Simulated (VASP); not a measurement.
# MoI in VASP: further runs

MoI is run at these levels: PBE; tasks: single point.

Program: VASP 6.6.1. These are calculated values, not measurements. Logs are shortened: lines on timing, memory, paths and dates and some standing lists are left out, and cuts for length are marked.

## 1. The cell of the first run

Symmetry: F-43m, No. 216, cubic system. The conventional cell has a = 6.400 Å, b = 6.400 Å, c = 6.400 Å, α = 90.00°, β = 90.00°, γ = 90.00°. Mo (site symmetry -43m) has 4 I at 2.77 Å within 3.7 Å. I (site symmetry -43m) has 4 Mo at 2.77 Å within 3.7 Å.

## 2. Single point, PBE (volume scaled by 1.02)

INCAR reads:

```
PREC = Accurate
ENCUT = 520
EDIFF = 1E-7
ISMEAR = -1
SIGMA = 0.05
LREAL = F
LASPH = T
NELM = 80
ALGO = Normal
ISIF = 2
LWAVE = F
LCHARG = F
GGA = PE
NBANDS = 18
```

KPOINTS reads:

```
regular mesh
0
Gamma
  7 7 7
```

POSCAR reads:

```
MoI
1.0
    0.0000000000      3.1999039894      3.1999039894
    3.1999039894      0.0000000000      3.1999039894
    3.1999039894      3.1999039894      0.0000000000
Mo I
1 1
Direct
    0.0000000000      0.0000000000      0.0000000000
    0.7500000000      0.7500000000      0.7500000000
```

Potentials or basis: VASP PAW PBE potentials, release 64 (Mo_sv, I).

Run with:

```
> cat potpaw_PBE.64/Mo_sv/POTCAR potpaw_PBE.64/I/POTCAR > POTCAR
> mpirun -np 1 vasp_std > vasp.out
```

OUTCAR:

```text
PREC = Accurate
   ENCUT = 520
   EDIFF = 1E-7
   ISMEAR = -1
   LREAL = F
   LASPH = T
   NELM = 80
   ISIF = 2
   GGA = PE

 ion  position               nearest neighbor table
   1  0.000  0.000  0.000-   2 2.77   2 2.77   2 2.77   2 2.77
   2  0.750  0.750  0.750-   1 2.77   1 2.77   1 2.77   1 2.77

  LATTYP: Found a face centered cubic cell.
 ALAT       =     6.3998079788

  Lattice vectors:

 A1 = (   0.0000000000,   3.1999039894,   3.1999039894)
 A2 = (   3.1999039894,   0.0000000000,   3.1999039894)
 A3 = (   3.1999039894,   3.1999039894,   0.0000000000)

Analysis of symmetry for initial positions (statically):
=====================================================================
 Subroutine PRICEL returns:
 Original cell was already a primitive cell.

 Routine SETGRP: Setting up the symmetry group for a
 face centered cubic supercell.

 Subroutine GETGRP returns: Found 24 space group operations
 (whereof 24 operations were pure point group operations)
 out of a pool of 48 trial point group operations.

The static configuration has the point symmetry T_d .

Analysis of symmetry for dynamics (positions and initial velocities):
=====================================================================
 Subroutine PRICEL returns:
 Original cell was already a primitive cell.

 Routine SETGRP: Setting up the symmetry group for a
 face centered cubic supercell.

 Subroutine GETGRP returns: Found 24 space group operations
 (whereof 24 operations were pure point group operations)
 out of a pool of 48 trial point group operations.

The dynamic configuration has the point symmetry T_d .

 Subroutine INISYM returns: Found 24 space group operations
 (whereof 24 operations are pure point group operations),
 and found     1 'primitive' translations

----------------------------------------------------------------------------------------

                                     Primitive cell

  volume of cell :      65.5301

  direct lattice vectors                    reciprocal lattice vectors
     0.000000000  3.199903989  3.199903989    -0.156254688  0.156254688  0.156254688
     3.199903989  0.000000000  3.199903989     0.156254688 -0.156254688  0.156254688
[... 73 lines left out ...]
   ICHARG =      2    charge: 1-file 2-atom 10-const
   ISPIN  =      1    spin polarized calculation?
   LNONCOLLINEAR =      F non collinear calculations
   LSORBIT =      F    spin-orbit coupling
   LASPH  =      T    aspherical Exc in radial PAW
   ENCUT  =  520.0 eV  38.22 Ry    6.18 a.u.   8.41  8.41  8.41*2*pi/ulx,y,z
   NELM   =     80;   NELMIN=  2; NELMDL= -5     # of ELM steps
   EDIFF  = 0.1E-06   stopping-criterion for ELM
   LREAL  =      F    real-space projection
   EDIFFG = 0.1E-05   stopping-criterion for IOM
   NSW    =      0    number of steps for IOM
   IBRION =     -1    ionic relax: 0-MD 1-quasi-New 2-CG
   NFREE  =      0    steps in history (QN), initial steepest desc. (CG)
   ISIF   =      2    stress and relaxation
   ISYM   =      2    0-nonsym 1-usesym 2-fastsym
   POTIM  = 0.5000    time-step for ionic-motion
   TEBEG  =    0.0;   TEEND  =   0.0 temperature during run
   PSTRESS=    0.0 pullay stress
   NELECT =      21.0000    total number of electrons
   NUPDOWN=      -1.0000    fix difference up-down
   EMIN   =  10.00;   EMAX   =-10.00  energy-range for DOS
   EFERMI =   0.00;   METHOD = LEGACY
   ISMEAR =    -1;   SIGMA  =   0.05  broadening in eV -4-tet -1-fermi 0-gaus
   EFERMI_NEDOS =   21; number of points for ismear=-14 and -15
   IALGO  =     38    algorithm
   IMIX   =      4    mixing-type and parameters
     AMIX     =   0.40;   BMIX     =  1.00
     AMIX_MAG =   1.60;   BMIX_MAG =  1.00
  volume/ion in A,a.u.               =      32.77       221.11
  Fermi-wavevector in a.u.,A,eV,Ry     =   1.120300  2.117060 17.076291  1.255072
  Thomas-Fermi vector in A             =   2.256945
   LORBIT       =      0    0 simple, 1 ext, 2 COOP (PROOUT), +10 PAW based schemes
   GGA     = PE    functional components
   LHFCALC =     F    Hartree Fock is set to
   AEXX    =    0.0000 exact exchange contribution
   IVDW    =     0    specifies the selected vdW correction
   LEPSILON=     F    determine dielectric tensor
   LRPA    =     F    only Hartree local field effects (RPA)
 non-spin polarized calculation
  energy-cutoff  :      520.00
  volume of cell :       65.53
 maximum number of plane-waves:      1807
 NGX is ok and might be reduce to    36
   NGX = 17   NGY = 17   NGZ = 17

 number of electron      21.0000001 magnetization

 Free energy of the ion-electron system (eV)
  ---------------------------------------------------
  ext. energy  EPLUGINS =         0.00000000
  ---------------------------------------------------
  free energy    TOTEN  =        -9.36018386 eV

  energy without entropy =       -9.32114811  energy(sigma->0) =       -9.34066599

 E-fermi :   5.6253     XC(G=0):  -9.1009

 val. band max:        5.6127726042   @ k =  -0.4286   0.4286   0.1429
 cond. band min:       5.6464378733   @ k =   0.4286   0.4286   0.0000
 fundamental gap:      0.0336652691
 Fermi energy:         5.6253167129

 k-point     1 :       0.0000    0.0000    0.0000
  band No.  band energies     occupation
      1     -54.9633      2.00000
      2     -29.0998      2.00000
      3     -29.0998      2.00000
      4     -29.0998      2.00000
      5      -9.1829      2.00000
      6       0.7865      2.00000
[... 397 lines left out ...]
      5      -8.7630      2.00000
      6       0.2005      2.00000
[... 10 lines left out ...]
     17      12.5041      0.00000
     18      14.6059      0.00000

------------------------ aborting loop because EDIFF is reached ----------------------------------------

  FORCE on cell =-STRESS in cart. coord.  units (eV):
  Direction    XX          YY          ZZ          XY          YZ          ZX
  --------------------------------------------------------------------------------------
  -------------------------------------------------------------------------------------
  Total       -3.3118392     -3.3118392     -3.3118392      0.0000000      0.0000000      0.0000000
  in kB      -80.9727668    -80.9727668    -80.9727668      0.0000000      0.0000000      0.0000000
  external PRESSURE =     -80.9727668 kB  Pullay stress =       0.0000000 kB

 VOLUME and BASIS-vectors are now :
 -----------------------------------------------------------------------------
  energy-cutoff  :      520.00
  volume of cell :       65.53
      direct lattice vectors                 reciprocal lattice vectors
     0.000000000  3.199903989  3.199903989    -0.156254688  0.156254688  0.156254688
     3.199903989  0.000000000  3.199903989     0.156254688 -0.156254688  0.156254688
     3.199903989  3.199903989  0.000000000     0.156254688  0.156254688 -0.156254688

 POSITION                                       TOTAL-FORCE (eV/Angst)
 -----------------------------------------------------------------------------------
      0.00000      0.00000      0.00000         0.000000      0.000000      0.000000
      4.79986      4.79986      4.79986        -0.000000     -0.000000     -0.000000
 -----------------------------------------------------------------------------------
    total drift:                               -0.000000     -0.000000     -0.000000

  FREE ENERGIE OF THE ION-ELECTRON SYSTEM (eV)
  ---------------------------------------------------
  free  energy   TOTEN  =        -9.3601838609 eV

  energy  without entropy=       -9.3211481095  energy(sigma->0) =       -9.34066599
```

OSZICAR:

```text
N       E                     dE             d eps       ncg     rms          rms(c)
DAV:   1     0.136998775579E+03    0.13700E+03   -0.99705E+03   752   0.102E+03
DAV:   2    -0.482654859152E+01   -0.14183E+03   -0.13896E+03   888   0.267E+02
DAV:   3    -0.937084556016E+01   -0.45443E+01   -0.44929E+01   852   0.432E+01
DAV:   4    -0.943757064040E+01   -0.66725E-01   -0.66707E-01   988   0.521E+00
DAV:   5    -0.943785576035E+01   -0.28512E-03   -0.28511E-03   818   0.313E-01    0.647E+00
DAV:   6    -0.937103524650E+01    0.66821E-01   -0.25606E-01   780   0.328E+00    0.334E+00
DAV:   7    -0.936068080493E+01    0.10354E-01   -0.34881E-02   756   0.103E+00    0.134E+00
DAV:   8    -0.935991409467E+01    0.76671E-03   -0.16594E-02   766   0.877E-01    0.342E-01
DAV:   9    -0.936016595412E+01   -0.25186E-03   -0.18143E-03   768   0.289E-01    0.570E-02
DAV:  10    -0.936016562645E+01    0.32767E-06   -0.62251E-05   802   0.475E-02    0.321E-02
DAV:  11    -0.936018380422E+01   -0.18178E-04   -0.23352E-05   750   0.274E-02    0.735E-03
DAV:  12    -0.936018386086E+01   -0.56641E-07   -0.83903E-07   874   0.523E-03
   1 F= -.93601839E+01 E0= -.93406660E+01  d E =-.390358E-01
```

It took 18 s on 1 thread of Intel Xeon Platinum 8259CL at 2.50GHz (Skylake/Cascade Lake), shared host; peak memory 0.21 GiB.

What came out:

* Free energy: -9.3602 eV
* Pressure: -8.1 GPa

Levels at points of the mesh, in eV from the Fermi level:
| k point | band 8 | band 9 | band 10 | band 11 | band 12 | band 13 |
| --- | --- | --- | --- | --- | --- | --- |
| (0.00, 0.00, 0.00) | -4.84 | -0.42 | -0.42 | 0.42 | 2.40 | 2.40 |

Caveat: spin-orbit coupling is left out, which moves the levels of the heavy elements; an odd number of electrons without spin polarisation forces a metal; a magnetic or distorted state may lie lower.

## 3. Single point, PBE (volume scaled by 1.04)

INCAR reads:

```
  PREC = Accurate
  ENCUT = 520
  EDIFF = 1E-6
  ISMEAR = -1
  SIGMA = 0.05
  LREAL = False
  LASPH = True
  NELM = 60
  ALGO = Normal
  ISIF = 2
  LWAVE = False
  LCHARG = True
  GGA = PE
  LELF = True
  LVHAR = True
  NBANDS = 18
```

KPOINTS reads:

```
Automatic mesh
0
Gamma
  7 7 7
```

POSCAR reads:

```
MoI
1.0
    0.0000000000      3.2206831690      3.2206831690
    3.2206831690      0.0000000000      3.2206831690
    3.2206831690      3.2206831690      0.0000000000
Mo I
1 1
Direct
    0.0000000000      0.0000000000      0.0000000000
    0.7500000000      0.7500000000      0.7500000000
```

Potentials or basis: VASP PAW PBE potentials, release 64 (Mo_sv, I).

Run with:

```
> cat potpaw_PBE.64/Mo_sv/POTCAR potpaw_PBE.64/I/POTCAR > POTCAR
> mpirun -np 1 vasp_std > vasp.out
```

Wall time 19 s (1 thread of Intel Xeon Platinum 8259CL at 2.50GHz (Skylake/Cascade Lake), shared host); peak memory 0.21 GiB.

It converged, with:

* Free energy: -9.2930 eV
* Pressure: -8.7 GPa

Levels at points of the mesh, in eV from the Fermi level:
```
           k point  band 6  band 7  band 8  band 9  band 10  band 11  band 12  band 13  band 14  band 15
(0.00, 0.00, 0.00)   -4.79   -4.79   -4.79   -0.41    -0.41     0.37     2.31     2.31     2.31     5.09
```

Caveat: spin-orbit coupling is left out, which moves the levels of the heavy elements; an odd number of electrons without spin polarisation forces a metal; a magnetic or distorted state may lie lower.

## 4. Single point, PBE (volume scaled by 1.06)

INCAR reads:

```
SYSTEM = MoI
ALGO = Normal
EDIFF = 1E-7
ENCUT = 520
GGA = PE
ISIF = 2
ISMEAR = -1
LASPH = .TRUE.
LCHARG = .FALSE.
LREAL = .FALSE.
LWAVE = .FALSE.
NBANDS = 18
NELM = 80
PREC = Accurate
SIGMA = 0.05
```

KPOINTS reads:

```
k-points
0
G
  7 7 7
  0 0 0
```

POSCAR reads:

```
MoI
1.0
    0.0000000000      3.2411976276      3.2411976276
    3.2411976276      0.0000000000      3.2411976276
    3.2411976276      3.2411976276      0.0000000000
Mo I
1 1
Direct
    0.0000000000      0.0000000000      0.0000000000
    0.7500000000      0.7500000000      0.7500000000
```

Potentials or basis: VASP PAW PBE potentials, release 64 (Mo_sv, I).

Run with:

```
> cat potpaw_PBE.64/Mo_sv/POTCAR potpaw_PBE.64/I/POTCAR > POTCAR
> mpirun -np 1 vasp_std > vasp.out
```

OUTCAR:

```text
SYSTEM = MoI
   EDIFF = 1E-7
   ENCUT = 520
   GGA = PE
   ISIF = 2
   ISMEAR = -1
   LASPH = .TRUE.
   LREAL = .FALSE.
   NELM = 80
   PREC = Accurate

 ion  position               nearest neighbor table
   1  0.000  0.000  0.000-   2 2.81   2 2.81   2 2.81   2 2.81
   2  0.750  0.750  0.750-   1 2.81   1 2.81   1 2.81   1 2.81

  LATTYP: Found a face centered cubic cell.
 ALAT       =     6.4823952552

  Lattice vectors:

 A1 = (   0.0000000000,   3.2411976276,   3.2411976276)
[... 599 lines left out ...]
------------------------ aborting loop because EDIFF is reached ----------------------------------------

  FORCE on cell =-STRESS in cart. coord.  units (eV):
  Direction    XX          YY          ZZ          XY          YZ          ZX
  --------------------------------------------------------------------------------------
  -------------------------------------------------------------------------------------
  Total       -3.8969354     -3.8969354     -3.8969354      0.0000000      0.0000000      0.0000000
  in kB      -91.6826705    -91.6826705    -91.6826705      0.0000000      0.0000000      0.0000000
  external PRESSURE =     -91.6826705 kB  Pullay stress =       0.0000000 kB

 VOLUME and BASIS-vectors are now :
 -----------------------------------------------------------------------------
  energy-cutoff  :      520.00
  volume of cell :       68.10
      direct lattice vectors                 reciprocal lattice vectors
     0.000000000  3.241197628  3.241197628    -0.154263966  0.154263966  0.154263966
     3.241197628  0.000000000  3.241197628     0.154263966 -0.154263966  0.154263966
     3.241197628  3.241197628  0.000000000     0.154263966  0.154263966 -0.154263966

 POSITION                                       TOTAL-FORCE (eV/Angst)
 -----------------------------------------------------------------------------------
      0.00000      0.00000      0.00000        -0.000000     -0.000000     -0.000000
      4.86180      4.86180      4.86180         0.000000      0.000000      0.000000
 -----------------------------------------------------------------------------------
    total drift:                               -0.000000     -0.000000      0.000000

  FREE ENERGIE OF THE ION-ELECTRON SYSTEM (eV)
  ---------------------------------------------------
  free  energy   TOTEN  =        -9.2215253833 eV

  energy  without entropy=       -9.1811239388  energy(sigma->0) =       -9.20132466
```

Wall time 21 s (1 thread of Intel Xeon Platinum 8259CL at 2.50GHz (Skylake/Cascade Lake), shared host); peak memory 0.21 GiB.

Results:

* Free energy: -9.2215 eV
* Pressure: -9.2 GPa

Levels at points of the mesh, in eV from the Fermi level:
```
           k point  band 8  band 9  band 10  band 11  band 12  band 13
(0.00, 0.00, 0.00)   -4.75   -0.40    -0.40     0.32     2.23     2.23
```

Caveat: spin-orbit coupling is left out, which moves the levels of the heavy elements; an odd number of electrons without spin polarisation forces a metal; a magnetic or distorted state may lie lower.

## 5. Single point, PBE (atoms moved at random)

INCAR reads:

```
SYSTEM = MoI
PREC     = Accurate       ! precision mode
ENCUT    = 520            ! plane-wave cutoff, eV
EDIFF    = 1E-6           ! SCF threshold, eV
ISMEAR   = -1             ! smearing method
SIGMA    = 0.05           ! smearing width, eV
LREAL    = .False.        ! projectors in reciprocal space
LASPH    = .True.         ! aspherical terms in the spheres
NELM     = 60             ! most SCF steps
ALGO     = Normal         ! electronic algorithm
ISIF     = 2              ! what is computed and relaxed
LWAVE    = .False.        ! write WAVECAR
LCHARG   = .False.        ! write CHGCAR
GGA      = PE             ! functional
NBANDS   = 18             ! bands
```

KPOINTS reads:

```
Automatic mesh
0
Gamma
  7 7 7
  0 0 0
```

POSCAR reads:

```
MoI
1.0
    0.0000000000      3.1788513800      3.1788513800
    3.1788513800      0.0000000000      3.1788513800
    3.1788513800      3.1788513800      0.0000000000
Mo I
1 1
Direct
    0.0015460000     -0.0019290000      0.0067510000
    0.7522960000      0.7545080000      0.7371820000
```

Run with:

```
> cat potpaw_PBE.64/Mo_sv/POTCAR potpaw_PBE.64/I/POTCAR > POTCAR
> mpirun -np 1 vasp_std > vasp.out
```

Wall time 2 min (1 thread of Intel Xeon Platinum 8259CL at 2.50GHz (Skylake/Cascade Lake), shared host); peak memory 0.35 GiB.

It converged, with:

- Free energy: -9.4051 eV
- Pressure: -7.3 GPa
- Largest force: 0.469 eV/Å

Forces on the atoms (eV/Å):
```
Mo  -0.260 -0.347  0.180
I    0.260  0.347 -0.180
```

Stress tensor (GPa, compression positive):
```
-7.27  0.53 -1.12
 0.53 -7.24 -0.82
-1.12 -0.82 -7.29
```

Levels at points of the mesh, in eV from the Fermi level:
| k point | band 8 | band 9 | band 10 | band 11 | band 12 | band 13 | band 14 | band 15 |
| --- | --- | --- | --- | --- | --- | --- | --- | --- |
| (0.00, 0.00, 0.00) | -4.82 | -0.44 | -0.44 | 0.46 | 2.33 | 2.44 | 2.67 | 5.17 |

Caveat: the cell differs from its parent crystal (atoms moved at random); spin-orbit coupling is left out, which moves the levels of the heavy elements; an odd number of electrons without spin polarisation forces a metal; a magnetic or distorted state may lie lower.

## 6. The runs side by side

| cell | gap on the mesh (eV) | pressure (GPa) |
| --- | --- | --- |
| a = 4.525 Å, angles 60.0°, 2 atoms | none | -8.1 |
| a = 4.555 Å, angles 60.0°, 2 atoms | none | -8.7 |
| a = 4.584 Å, angles 60.0°, 2 atoms | none | -9.2 |
| a = 4.496 Å, angles 60.0°, 2 atoms | none | -7.3 |

Alike in all rows: task single point; level PBE; potentials or basis VASP PAW PBE potentials, release 64 (Mo_sv, I); no spin polarisation; k mesh 7 × 7 × 7; cutoff (eV) 520; smearing fermi-dirac 0.05 eV.

Caveats: spin-orbit coupling is left out, which moves the levels of the heavy elements; an odd number of electrons without spin polarisation forces a metal; a magnetic or distorted state may lie lower.

Total energies depend on the potentials used, so only differences within one code and one set of settings carry meaning.
